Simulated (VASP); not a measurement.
# Rh (I4/mmm) in VASP: notebook

Rh is run at these levels: LDA; tasks: single point.

Everything below comes from runs of VASP 6.6.1. Logs are shortened: lines on timing, memory, paths and dates and some standing lists are left out, and cuts for length are marked.

### 1 The cell of the first run

It takes space group I4/mmm (No. 139, tetragonal). Conventional cell: a = 2.555 Å, b = 2.555 Å, c = 3.898 Å, α = 90.00°, β = 90.00°, γ = 90.00°. Within 3.4 Å of Rh (site symmetry 4/mmm) lie 12 Rh at 2.55 to 2.66 Å.

### 2 Single point, LDA (strain -0.050 along x and y, +0.025 along z)

Input file INCAR:

```
SYSTEM = Rh
ALGO = Fast
EDIFF = 1E-6
ENCUT = 520
GGA = CA
ISIF = 2
ISMEAR = 0
LASPH = .TRUE.
LCHARG = .FALSE.
LREAL = .FALSE.
LWAVE = .FALSE.
NBANDS = 14
NELM = 60
PREC = Accurate
SIGMA = 0.15
```

Input file KPOINTS:

```
k-points
0
G
  22 22 22
  0 0 0
```

Input file POSCAR:

```
Rh
1.0
    0.0000000000      1.8064725000      1.9490887500
    1.8064725000      0.0000000000      1.9490887500
    1.8064725000      1.8064725000      0.0000000000
Rh
1
Direct
    0.0000000000      0.0000000000      0.0000000000
```

Potentials or basis: VASP PAW LDA potentials, release 64 (Rh_pv).

Run with:

```sh
$ cat potpaw_LDA.64/Rh_pv/POTCAR > POTCAR
$ mpirun -np 1 vasp_std > vasp.out
```

OUTCAR:

```text
SYSTEM = Rh
   EDIFF = 1E-6
   ENCUT = 520
   GGA = CA
   ISIF = 2
   ISMEAR = 0
   LASPH = .TRUE.
   LREAL = .FALSE.
   NELM = 60
   PREC = Accurate

 ion  position               nearest neighbor table
   1  0.000  0.000  0.000-

  LATTYP: Found a body centered tetragonal cell.
 ALAT       =     2.5547379096
 C/A-ratio  =     1.5258620015

  Lattice vectors:

 A1 = (  -1.8064725000,   0.0000000000,   1.9490887500)
 A2 = (   1.8064725000,   0.0000000000,   1.9490887500)
 A3 = (   0.0000000000,   1.8064725000,  -1.9490887500)

Analysis of symmetry for initial positions (statically):
=====================================================================
 Subroutine PRICEL returns:
 Original cell was already a primitive cell.

 Routine SETGRP: Setting up the symmetry group for a
 body centered tetragonal supercell.

 Subroutine GETGRP returns: Found 16 space group operations
 (whereof 16 operations were pure point group operations)
 out of a pool of 16 trial point group operations.

The static configuration has the point symmetry D_4h.

Analysis of symmetry for dynamics (positions and initial velocities):
=====================================================================
 Subroutine PRICEL returns:
 Original cell was already a primitive cell.

 Routine SETGRP: Setting up the symmetry group for a
 body centered tetragonal supercell.

 Subroutine GETGRP returns: Found 16 space group operations
 (whereof 16 operations were pure point group operations)
 out of a pool of 16 trial point group operations.

The dynamic configuration has the point symmetry D_4h.

 Subroutine INISYM returns: Found 16 space group operations
 (whereof 16 operations are pure point group operations),
 and found     1 'primitive' translations

----------------------------------------------------------------------------------------

                                     Primitive cell

  volume of cell :      12.7211

  direct lattice vectors                    reciprocal lattice vectors
     0.000000000  1.806472500  1.949088750    -0.276782514  0.276782514  0.256530135
     1.806472500  0.000000000  1.949088750     0.276782514 -0.276782514  0.256530135
     1.806472500  1.806472500  0.000000000     0.276782514  0.276782514 -0.256530135

  length of vectors
     2.657496914  2.657496914  2.554737910     0.468000887  0.468000887  0.468000887

  position of ions in fractional coordinates (direct lattice)
     0.000000000  0.000000000  0.000000000

  ion indices of the primitive-cell ions
   primitive index   ion index
                 1           1

----------------------------------------------------------------------------------------

 KPOINTS: k-points

Automatic generation of k-mesh.
 Grid dimensions read from file:
 generate k-points for:   22   22   22

 Generating k-lattice:

  Cartesian coordinates                     Fractional coordinates (reciprocal lattice)
    -0.012581023  0.012581023  0.011660461     0.045454545  0.000000000  0.000000000
     0.012581023 -0.012581023  0.011660461     0.000000000  0.045454545  0.000000000
     0.012581023  0.012581023 -0.011660461    -0.000000000 -0.000000000  0.045454545

  Length of vectors
     0.021272768  0.021272768  0.021272768

  Shift w.r.t. Gamma in fractional coordinates (k-lattice)
     0.000000000  0.000000000  0.000000000

 Subroutine IBZKPT returns following result:
 ===========================================

 Found    834 irreducible k-points:

 Following reciprocal coordinates:
            Coordinates               Weight
  0.000000  0.000000  0.000000      1.000000
  0.045455 -0.000000  0.000000      8.000000
  0.090909 -0.000000  0.000000      8.000000
  0.136364  0.000000  0.000000      8.000000
  0.181818  0.000000  0.000000      8.000000
  0.227273  0.000000  0.000000      8.000000
[... 16 lines left out ...]
  0.500000  0.045455  0.000000      8.000000
 -0.454545  0.045455  0.000000      8.000000
 [... further k-points ...]
   k-points           NKPTS =    834   k-points in BZ     NKDIM =    834   number of bands    NBANDS=     14
   number of dos      NEDOS =    301   number of ions     NIONS =      1
   total plane-waves  NPLWV =   8000
   dimension x,y,z NGX =    20 NGY =   20 NGZ =   20
   dimension x,y,z NGXF=    40 NGYF=   40 NGZF=   40
   ions per type =               1
   NGX,Y,Z   is equivalent  to a cutoff of  12.51, 12.51, 13.01 a.u.
   NGXF,Y,Z  is equivalent  to a cutoff of  25.02, 25.02, 26.03 a.u.
 SYSTEM =  Rh
   PREC   = accura    normal or accurate (medium, high low for compatibility)
   ISTART =      0    job   : 0-new  1-cont  2-samecut
   ICHARG =      2    charge: 1-file 2-atom 10-const
   ISPIN  =      1    spin polarized calculation?
   LNONCOLLINEAR =      F non collinear calculations
   LSORBIT =      F    spin-orbit coupling
   LASPH  =      T    aspherical Exc in radial PAW
   ENCUT  =  520.0 eV  38.22 Ry    6.18 a.u.   4.94  4.94  4.75*2*pi/ulx,y,z
   NELM   =     60;   NELMIN=  2; NELMDL= -5     # of ELM steps
   EDIFF  = 0.1E-05   stopping-criterion for ELM
   LREAL  =      F    real-space projection
   EDIFFG = 0.1E-04   stopping-criterion for IOM
   NSW    =      0    number of steps for IOM
   IBRION =     -1    ionic relax: 0-MD 1-quasi-New 2-CG
   NFREE  =      0    steps in history (QN), initial steepest desc. (CG)
   ISIF   =      2    stress and relaxation
   ISYM   =      2    0-nonsym 1-usesym 2-fastsym
   POTIM  = 0.5000    time-step for ionic-motion
   TEBEG  =    0.0;   TEEND  =   0.0 temperature during run
   PSTRESS=    0.0 pullay stress
   NELECT =      15.0000    total number of electrons
   NUPDOWN=      -1.0000    fix difference up-down
   EMIN   =  10.00;   EMAX   =-10.00  energy-range for DOS
   EFERMI =   0.00;   METHOD = LEGACY
   ISMEAR =     0;   SIGMA  =   0.15  broadening in eV -4-tet -1-fermi 0-gaus
   EFERMI_NEDOS =   21; number of points for ismear=-14 and -15
   IALGO  =     68    algorithm
   IMIX   =      4    mixing-type and parameters
     AMIX     =   0.40;   BMIX     =  1.00
     AMIX_MAG =   1.60;   BMIX_MAG =  1.00
  volume/ion in A,a.u.               =      12.72        85.85
  Fermi-wavevector in a.u.,A,eV,Ry     =   1.729539  3.268356 40.699200  2.991307
  Thomas-Fermi vector in A             =   2.804266
   LORBIT       =      0    0 simple, 1 ext, 2 COOP (PROOUT), +10 PAW based schemes
   GGA     = CA    functional components
   LHFCALC =     F    Hartree Fock is set to
   AEXX    =    0.0000 exact exchange contribution
   IVDW    =     0    specifies the selected vdW correction
   LEPSILON=     F    determine dielectric tensor
   LRPA    =     F    only Hartree local field effects (RPA)
 non-spin polarized calculation
 RMM-DIIS sequential band-by-band and
 Gauss-broadening in eV      SIGMA  =   0.15
  energy-cutoff  :      520.00
  volume of cell :       12.72
 maximum number of plane-waves:       355
   NGX =  9   NGY =  9   NGZ =  9

 number of electron      14.9999995 magnetization

 Free energy of the ion-electron system (eV)
  ---------------------------------------------------
  ext. energy  EPLUGINS =         0.00000000
  ---------------------------------------------------
  free energy    TOTEN  =        -8.61828087 eV

  energy without entropy =       -8.60521847  energy(sigma->0) =       -8.61174967

 E-fermi :  13.2025     XC(G=0): -14.8499

 val. band max:       13.2011873523   @ k =  -0.1364   0.1818   0.0455
 cond. band min:      13.2025810501   @ k =   0.4545   0.3636   0.0909
 fundamental gap:      0.0013936978
 Fermi energy:        13.2025341015

 k-point     1 :       0.0000    0.0000    0.0000
  band No.  band energies     occupation
      1     -33.1117      2.00000
      2     -33.0613      2.00000
      3     -33.0613      2.00000
      4       4.6006      2.00000
      5       9.0963      2.00000
      6      10.0635      2.00000
      7      10.0635      2.00000
      8      11.4787      2.00000
      9      12.6630      2.00000
     10      29.1641      0.00000
     11      33.3146      0.00000
     12      33.3668      0.00000
     13      35.7940      0.00000
     14      35.7940      0.00000

 k-point     2 :       0.0455   -0.0000    0.0000
  band No.  band energies     occupation
      1     -33.1208      2.00000
      2     -33.0768      2.00000
      3     -33.0629      2.00000
      4       4.6915      2.00000
      5       9.1172      2.00000
      6      10.0344      2.00000
      7      10.1000      2.00000
      8      11.4681      2.00000
      9      12.6303      2.00000
     10      29.3055      0.00000
     11      33.3017      0.00000
     12      33.3682      0.00000
     13      35.4260      0.00000
     14      35.9381      0.00000

 k-point     3 :       0.0909   -0.0000    0.0000
  band No.  band energies     occupation
      1     -33.1642      2.00000
      2     -33.1049      2.00000
      3     -33.0677      2.00000
      4       4.9556      2.00000
      5       9.1636      2.00000
      6       9.9644      2.00000
      7      10.2027      2.00000
      8      11.4527      2.00000
      9      12.5422      2.00000
     10      29.7017      0.00000
     11      32.9671      0.00000
     12      33.3688      0.00000
     13      35.0209      0.00000
     14      36.3607      0.00000
[... 324 lines left out ...]
 k-point    23 :       0.5000    0.0455    0.0000
  band No.  band energies     occupation
      1     -34.0505      2.00000
      2     -33.2893      2.00000
      3     -33.1453      2.00000
      4       6.4282      2.00000
      5       9.1248      2.00000
      6      10.1642      2.00000
      7      13.0242      1.90731
      8      13.6793      0.00001
      9      14.8772      0.00000
     10      22.7205      0.00000
     11      28.5944      0.00000
     12      33.3685      0.00000
     13      34.4983      0.00000
     14      35.6416      0.00000

 k-point    24 :      -0.4545    0.0455    0.0000
  band No.  band energies     occupation
      1     -34.0495      2.00000
      2     -33.2905      2.00000
      3     -33.1414      2.00000
      4       6.4342      2.00000
      5       9.1528      2.00000
      6      10.1570      2.00000
      7      12.9475      1.98380
      8      13.5852      0.00031
      9      14.9357      0.00000
     10      22.8119      0.00000
     11      28.6198      0.00000
     12      33.3682      0.00000
     13      34.3686      0.00000
     14      35.8964      0.00000

 [... further k-points ...]
[... 5 lines left out ...]
  --------------------------------------------------------------------------------------
  -------------------------------------------------------------------------------------
  Total        1.8858535      1.8858535     -0.0455317      0.0000000      0.0000000     -0.0000000
  in kB      237.5167370    237.5167370     -5.7345547      0.0000000      0.0000000     -0.0000000
  external PRESSURE =     156.4329731 kB  Pullay stress =       0.0000000 kB

 VOLUME and BASIS-vectors are now :
 -----------------------------------------------------------------------------
  energy-cutoff  :      520.00
  volume of cell :       12.72
      direct lattice vectors                 reciprocal lattice vectors
     0.000000000  1.806472500  1.949088750    -0.276782514  0.276782514  0.256530135
     1.806472500  0.000000000  1.949088750     0.276782514 -0.276782514  0.256530135
     1.806472500  1.806472500  0.000000000     0.276782514  0.276782514 -0.256530135

 POSITION                                       TOTAL-FORCE (eV/Angst)
 -----------------------------------------------------------------------------------
      0.00000      0.00000      0.00000         0.000000     -0.000000      0.000000
 -----------------------------------------------------------------------------------
    total drift:                                0.000000     -0.000000      0.000000

  FREE ENERGIE OF THE ION-ELECTRON SYSTEM (eV)
  ---------------------------------------------------
  free  energy   TOTEN  =        -8.6182808661 eV

  energy  without entropy=       -8.6052184672  energy(sigma->0) =       -8.61174967
```

It took 3.2 min on 1 thread of Intel Xeon 8259CL, shared host; peak memory 0.24 GiB.

What came out:

| Property | Result |
| --- | --- |
| Free energy | -8.6183 eV |
| Pressure | 15.6 GPa |
| Band gap on the k mesh | zero (an odd number of electrons rules out a gap without spin polarisation) |

Caveat: the cell differs from its parent crystal (strain -0.050 along x and y, +0.025 along z); the stress differs along the axes, from -1 to 24 GPa.

### 3 Single point, LDA (strain -0.025 along x and y, +0.000 along z)

Input file INCAR:

```
PREC = Accurate
ENCUT = 520
EDIFF = 1E-7
ISMEAR = 0
SIGMA = 0.15
LREAL = F
LASPH = T
NELM = 60
ALGO = Fast
ISIF = 2
LWAVE = F
LCHARG = T
GGA = CA
LELF = T
LVHAR = T
NBANDS = 14
```

Input file KPOINTS:

```
Automatic mesh
0
Gamma
  22 22 22
```

Input file POSCAR:

```
Rh
1.0
    0.0000000000      1.8540112500      1.9015500000
    1.8540112500      0.0000000000      1.9015500000
    1.8540112500      1.8540112500      0.0000000000
Rh
1
Direct
    0.0000000000      0.0000000000      0.0000000000
```

Potentials or basis: VASP PAW LDA potentials, release 64 (Rh_pv).

Run with:

```sh
$ cat potpaw_LDA.64/Rh_pv/POTCAR > POTCAR
$ mpirun -np 1 vasp_std > vasp.out
```

Wall time 3.7 min (1 thread of Intel Xeon 8259CL, shared host); peak memory 0.24 GiB.

The run converged. Its results:

| Item | Value |
| --- | --- |
| Free energy | -8.6829 eV |
| Pressure | 4.9 GPa |
| Band gap on the k mesh | zero (an odd number of electrons rules out a gap without spin polarisation) |

Stress tensor (GPa, compression positive):
```
7.35 0.00 0.00
0.00 7.35 0.00
0.00 0.00 0.05
```

Levels at points of the mesh, in eV from the Fermi level:
| k point | band 5 | band 6 | band 7 | band 8 | band 9 | band 10 |
| --- | --- | --- | --- | --- | --- | --- |
| (0.00, 0.00, 0.00) | -3.56 | -3.26 | -3.26 | -1.25 | -0.88 | 15.91 |
| (0.50, 0.00, 0.00) | -3.59 | -3.28 | 0.57 | 0.65 | 0.71 | 9.13 |
| (0.50, 0.50, 0.00) | -6.44 | 0.64 | 1.07 | 1.07 | 2.91 | 12.42 |
| (0.50, 0.00, 0.50) | -6.46 | 0.61 | 0.96 | 1.23 | 3.46 | 13.16 |

Caveat: the cell differs from its parent crystal (strain -0.025 along x and y, +0.000 along z); the stress differs along the axes, from 0 to 7 GPa.

### 4 Single point, LDA (strain +0.000 along x and y, -0.025 along z)

Input file INCAR:

```
SYSTEM = Rh
ALGO = Fast
EDIFF = 1E-6
ENCUT = 520
ISIF = 2
ISMEAR = 0
LASPH = .True.
LCHARG = .True.
LELF = .True.
LREAL = .False.
LVHAR = .True.
LWAVE = .False.
NBANDS = 14
NELM = 100
PREC = Accurate
SIGMA = 0.15
```

Input file KPOINTS:

```
k-points
0
Gamma
  22 22 22
  0 0 0
```

Input file POSCAR:

```
Rh
1.0
    0.0000000000      1.9015500000      1.8540112500
    1.9015500000      0.0000000000      1.8540112500
    1.9015500000      1.9015500000      0.0000000000
Rh
1
Direct
    0.0000000000      0.0000000000      0.0000000000
```

Run with:

```sh
$ cat potpaw_LDA.64/Rh_pv/POTCAR > POTCAR
$ mpirun -np 1 vasp_std > vasp.out
```

Wall time 3.1 min (1 thread of Intel Xeon 8259CL, shared host); peak memory 0.24 GiB.

The run converged. Its results:

```
Free energy            : -8.6849 eV
Pressure               : -3.1 GPa
Band gap on the k mesh : zero (an odd number of electrons rules out a gap without spin polarisation)
```

Stress tensor (GPa, compression positive):
```
-5.30  0.00  0.00
 0.00 -5.30  0.00
 0.00  0.00  1.21
```

Levels at points of the mesh, in eV from the Fermi level:
```
           k point  band 3  band 4  band 5  band 6  band 7  band 8  band 9  band 10  band 11  band 12
(0.00, 0.00, 0.00)  -46.19   -8.21   -3.32   -3.32   -3.04   -1.19   -0.85    15.94    20.28    21.21
(0.50, 0.00, 0.00)  -46.30   -6.38   -3.45   -3.15    0.54    0.67    0.69     8.86    15.44    20.28
(0.50, 0.50, 0.00)  -46.53   -6.59   -6.23    0.58    1.06    1.06    3.61    13.05    13.05    13.06
(0.50, 0.00, 0.50)  -46.47   -6.58   -6.20    0.60    0.91    1.15    3.06    12.33    13.37    13.67
```

Caveat: the cell differs from its parent crystal (strain +0.000 along x and y, -0.025 along z); the stress differs along the axes, from -5 to 1 GPa.

### 5 Single point, LDA (strain -0.025 along x and y, +0.025 along z)

Input file INCAR:

```
SYSTEM = Rh
ALGO     = Fast           ! electronic algorithm
EDIFF    = 1E-7           ! SCF threshold, eV
ENCUT    = 520            ! plane-wave cutoff, eV
GGA      = CA             ! functional
ISIF     = 2              ! what is computed and relaxed
ISMEAR   = 0              ! smearing method
LASPH    = .True.         ! aspherical terms in the spheres
LCHARG   = .False.        ! write CHGCAR
LREAL    = .False.        ! projectors in reciprocal space
LWAVE    = .False.        ! write WAVECAR
NBANDS   = 14             ! bands
NELM     = 60             ! most SCF steps
PREC     = Accurate       ! precision mode
SIGMA    = 0.15           ! smearing width, eV
```

KPOINTS is that of step 4.

Input file POSCAR:

```
Rh
1.0
    0.0000000000      1.8540112500      1.9490887500
    1.8540112500      0.0000000000      1.9490887500
    1.8540112500      1.8540112500      0.0000000000
Rh
1
Direct
    0.0000000000      0.0000000000      0.0000000000
```

Run with:

```sh
$ cat potpaw_LDA.64/Rh_pv/POTCAR > POTCAR
$ mpirun -np 1 vasp_std > vasp.out
```

It took 3.3 min on 1 thread of Intel Xeon 8259CL, shared host; peak memory 0.24 GiB.

It converged, with:

```
Free energy            : -8.6709 eV
Pressure               : -2.7 GPa
Band gap on the k mesh : zero (an odd number of electrons rules out a gap without spin polarisation)
```

Stress tensor (GPa, compression positive):
```
  1.84   0.00   0.00
  0.00   1.84   0.00
  0.00   0.00 -11.73
```

Levels at points of the mesh, in eV from the Fermi level:
```tsv
k point	band 5	band 6	band 7	band 8	band 9	band 10
(0.00, 0.00, 0.00)	-3.61	-3.02	-3.02	-1.39	-0.68	15.97
(0.50, 0.00, 0.00)	-3.58	-3.01	0.48	0.68	0.75	8.88
(0.50, 0.50, 0.00)	-6.20	0.65	1.01	1.01	2.54	11.64
(0.50, 0.00, 0.50)	-6.21	0.56	0.79	1.32	3.61	12.80
```

Caveat: the cell differs from its parent crystal (strain -0.025 along x and y, +0.025 along z); the stress differs along the axes, from -12 to 2 GPa.

### 6 The runs side by side

```tsv
cell	further INCAR settings	gap on the mesh (eV)	pressure (GPa)
a = 2.657, b = 2.657, c = 2.555 Å, angles 61.3, 61.3, 57.5°, 1 atom	ALGO = Fast; EDIFF = 1e-06; NBANDS = 14	none	15.6
a = 2.656, b = 2.656, c = 2.622 Å, angles 60.4, 60.4, 59.2°, 1 atom	ALGO = Fast; EDIFF = 1e-07; NBANDS = 14	none	4.9
a = 2.656, b = 2.656, c = 2.689 Å, angles 59.6, 59.6, 60.8°, 1 atom	ALGO = Fast; EDIFF = 1e-06; NBANDS = 14	none	-3.1
a = 2.690, b = 2.690, c = 2.622 Å, angles 60.8, 60.8, 58.3°, 1 atom	ALGO = Fast; EDIFF = 1e-07; NBANDS = 14	none	-2.7
```

Alike in all rows: task single point; level LDA; potentials or basis VASP PAW LDA potentials, release 64 (Rh_pv); no spin polarisation; k mesh 22 × 22 × 22; cutoff (eV) 520; smearing gaussian 0.15 eV.

Caveats: the stress differs along the axes, from -1 to 24 GPa (at least some runs); the stress differs along the axes, from 0 to 7 GPa (at least some runs); the stress differs along the axes, from -5 to 1 GPa (at least some runs); the stress differs along the axes, from -12 to 2 GPa (at least some runs).

Absolute energies hang on the potentials; compare differences alone.
